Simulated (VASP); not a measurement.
# BN (P6_3/mmc) in VASP: further runs, part 2 of 2

VASP 6.6.1. The steps go on from the part before.

## 3. Relaxation of shape and atoms at fixed volume, PBE+D3(BJ) (7.20 Å³/atom)

This run uses another cell than the first one, of 7.20 Å³/atom.

The input, INCAR:

```
PREC = Accurate
ENCUT = 600
EDIFF = 1E-7
ISMEAR = 0
SIGMA = 0.05
LREAL = False
LASPH = True
NELM = 80
ALGO = Normal
ISIF = 4
LWAVE = False
LCHARG = False
GGA = PE
IVDW = 12
IBRION = 2
NSW = 60
EDIFFG = -0.01
```

The input, KPOINTS:

```
regular mesh
0
Gamma
  12 12 4
```

The input, POSCAR:

```
BN
1.0
    2.4461239732      0.0000000000      0.0000000000
   -1.2230619866      2.1184055016      0.0000000000
    0.0000000000      0.0000000000      5.5553926135
B N
2 2
Direct
    0.3333333333      0.6666666667      0.2500000000
    0.6666666667      0.3333333333      0.7500000000
    0.3333333333      0.6666666667      0.7500000000
    0.6666666667      0.3333333333      0.2500000000
```

Potentials or basis: VASP PAW PBE potentials, release 64 (B, N).

Launch:

```
$ cat potpaw_PBE.64/B/POTCAR potpaw_PBE.64/N/POTCAR > POTCAR
$ mpirun -np 1 vasp_std > vasp.out
```

OUTCAR:

```text
PREC = Accurate
   ENCUT = 600
   EDIFF = 1E-7
   ISMEAR = 0
   LREAL = False
   LASPH = True
   NELM = 80
   ISIF = 4
   GGA = PE
   IVDW = 12
   IBRION = 2
   NSW = 60
   EDIFFG = -0.01
 IVDW          = 12

 ion  position               nearest neighbor table
   1  0.333  0.667  0.250-   4 1.41   4 1.41   4 1.41
   2  0.667  0.333  0.750-   3 1.41   3 1.41   3 1.41
   3  0.333  0.667  0.750-   2 1.41   2 1.41   2 1.41
   4  0.667  0.333  0.250-   1 1.41   1 1.41   1 1.41

  LATTYP: Found a hexagonal cell.
 ALAT       =     2.4461239732
 C/A-ratio  =     2.2711001872

  Lattice vectors:

 A1 = (   2.4461239732,   0.0000000000,   0.0000000000)
 A2 = (  -1.2230619866,   2.1184055016,   0.0000000000)
 A3 = (   0.0000000000,   0.0000000000,   5.5553926135)

Analysis of symmetry for initial positions (statically):
=====================================================================
 Subroutine PRICEL returns:
 Original cell was already a primitive cell.

 Routine SETGRP: Setting up the symmetry group for a
 hexagonal supercell.

 Subroutine GETGRP returns: Found 24 space group operations
 (whereof 12 operations were pure point group operations)
 out of a pool of 24 trial point group operations.

The static configuration has the point symmetry D_3d.
 The point group associated with its full space group is D_6h.

Analysis of symmetry for dynamics (positions and initial velocities):
=====================================================================
 Subroutine PRICEL returns:
 Original cell was already a primitive cell.

 Routine SETGRP: Setting up the symmetry group for a
 hexagonal supercell.

 Subroutine GETGRP returns: Found 24 space group operations
 (whereof 12 operations were pure point group operations)
 out of a pool of 24 trial point group operations.

The dynamic configuration has the point symmetry D_3d.
 The point group associated with its full space group is D_6h.

 Subroutine INISYM returns: Found 24 space group operations
 (whereof 12 operations are pure point group operations),
 and found     1 'primitive' translations

[... 115 lines left out ...]
   IALGO  =     38    algorithm
   IMIX   =      4    mixing-type and parameters
     AMIX     =   0.40;   BMIX     =  1.00
     AMIX_MAG =   1.60;   BMIX_MAG =  1.00
  volume/ion in A,a.u.               =       7.20        48.57
  Fermi-wavevector in a.u.,A,eV,Ry     =   1.346007  2.543585 24.650157  1.811735
  Thomas-Fermi vector in A             =   2.473874
   LORBIT       =      0    0 simple, 1 ext, 2 COOP (PROOUT), +10 PAW based schemes
   GGA     = PE    functional components
   LHFCALC =     F    Hartree Fock is set to
   AEXX    =    0.0000 exact exchange contribution
   IVDW    =    12    specifies the selected vdW correction
   LEPSILON=     F    determine dielectric tensor
   LRPA    =     F    only Hartree local field effects (RPA)
 conjugate gradient relaxation of ions
 non-spin polarized calculation
 Gauss-broadening in eV      SIGMA  =   0.05
  energy-cutoff  :      600.00
  volume of cell :       28.79
 maximum number of plane-waves:       976
 NGX is ok and might be reduce to    20
   NGX =  9   NGY =  9   NGZ = 23

--------------------------------------- Ionic step        1  -------------------------------------------

 number of electron      16.0000000 magnetization

 Free energy of the ion-electron system (eV)
  ---------------------------------------------------
  ext. energy  EPLUGINS =         0.00000000
  ---------------------------------------------------
  free energy    TOTEN  =       -34.67356243 eV

  energy without entropy =      -34.67356243  energy(sigma->0) =      -34.67356243

------------------------ aborting loop because EDIFF is reached ----------------------------------------

 Edisp (eV)   -0.72673

 E8    (eV) :    -0.2162
[... 75 lines left out ...]
--------------------------------------- Ionic step        3  -------------------------------------------

 number of electron      15.9999997 magnetization

 Free energy of the ion-electron system (eV)
  ---------------------------------------------------
  ext. energy  EPLUGINS =         0.00000000
  ---------------------------------------------------
  free energy    TOTEN  =       -34.72224333 eV

  energy without entropy =      -34.72224333  energy(sigma->0) =      -34.72224333

 E-fermi :   4.8251     XC(G=0): -11.4823

 val. band max:        4.5494166175   @ k =   0.2500   0.2500   0.0000
 cond. band min:       8.4820530603   @ k =   0.5000   0.0000   0.2500
 fundamental gap:      3.9326364428
 Fermi energy:         4.8251469455

 k-point     1 :       0.0000    0.0000    0.0000
  band No.  band energies     occupation
      1     -14.1602      2.00000
      2     -12.9905      2.00000
      3      -3.2938      2.00000
      4       1.8073      2.00000
      5       2.9076      2.00000
      6       2.9076      2.00000
      7       3.1365      2.00000
      8       3.1365      2.00000
      9      11.5987      0.00000
     10      15.8462      0.00000
     11      15.8462      0.00000
     12      16.3829      0.00000
[... 331 lines left out ...]
 k-point    24 :       0.3333    0.0000    0.2500
  band No.  band energies     occupation
      1     -11.9095      2.00000
      2     -11.2908      2.00000
      3      -2.8455      2.00000
      4      -2.5160      2.00000
      5       0.2246      2.00000
      6       0.5773      2.00000
      7       0.8159      2.00000
      8       3.1795      2.00000
      9      10.8468      0.00000
     10      12.7489      0.00000
     11      14.5850      0.00000
     12      14.6352      0.00000

 [... further k-points ...]

------------------------ aborting loop because EDIFF is reached ----------------------------------------

 Edisp (eV)   -0.72896

 E8    (eV) :    -0.2170
[... 27 lines left out ...]
  FREE ENERGIE OF THE ION-ELECTRON SYSTEM (eV)
  ---------------------------------------------------
  free  energy   TOTEN  =       -35.4512015502 eV

  energy  without entropy=      -35.4512015502  energy(sigma->0) =      -35.45120155

 reached required accuracy - stopping structural energy minimisation
```

Wall time 67 s (1 thread of Intel Xeon 8259CL, shared host); peak memory 0.17 GiB.

Results:

* Free energy: -35.4512 eV
* Energy gained by relaxing: 12.7 meV/atom
* Ionic steps: 3
* Pressure after relaxing: 16.3 GPa
* Band gap on the k mesh: 3.93 eV (least direct gap 4.38 eV)
* Dispersion energy per atom: -0.182 eV

Step by step:
```csv
step,energy change (eV),largest force (eV/Å),pressure (GPa),volume (Å³)
1,0.0000,0.0000,27.83,28.79
2,-0.0487,0.0000,13.98,28.79
3,-0.0509,0.0000,16.27,28.79
```

Final structure:
```cif
data_structure
_symmetry_space_group_name_H-M 'P 1'
_symmetry_Int_Tables_number 1
_cell_length_a 2.4785
_cell_length_b 2.4785
_cell_length_c 5.4111
_cell_angle_alpha 90.000
_cell_angle_beta 90.000
_cell_angle_gamma 120.000
_cell_volume 28.79
loop_
_atom_site_label
_atom_site_type_symbol
_atom_site_fract_x
_atom_site_fract_y
_atom_site_fract_z
_atom_site_occupancy
B1 B 0.33333 0.66667 0.25000 1
B2 B 0.66667 0.33333 0.75000 1
N1 N 0.33333 0.66667 0.75000 1
N2 N 0.66667 0.33333 0.25000 1
```
